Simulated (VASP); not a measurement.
Runs of VASP 6.6.1 on TaN (rocksalt type). The structure is that of space group Fm-3m (No. 225), or close to it. The cells are those of the table. 

```tsv
cell	gap on the mesh (eV)	pressure (GPa)
a = 2.946 Å, angles 60.0°, 2 atoms	none	67.1
a = 2.756 Å, angles 60.0°, 2 atoms	none	(a)
a = 2.650 Å, angles 60.0°, 2 atoms	none	452.7
a = 3.012 Å, angles 60.0°, 2 atoms	none	29.3
a = 2.854 Å, angles 60.0°, 2 atoms	none	(b)
```

Alike in all rows: task single point; level LDA; potentials or basis VASP PAW LDA potentials, release 64 (Ta_pv, N); no spin polarisation; k mesh 15 × 15 × 15; cutoff (eV) 520; smearing fermi-dirac 0.05 eV.

Task: Estimate the missing entries.

Result: (a) 260.1; (b) 141.7.

Caveats: the cell stands under pressure; spin-orbit coupling is left out, which moves the levels of the heavy elements.

A k mesh can miss the band edges, and the runs leave out spin-orbit coupling on Ta.

A gap of «none» marks levels without a gap at the run's occupations.
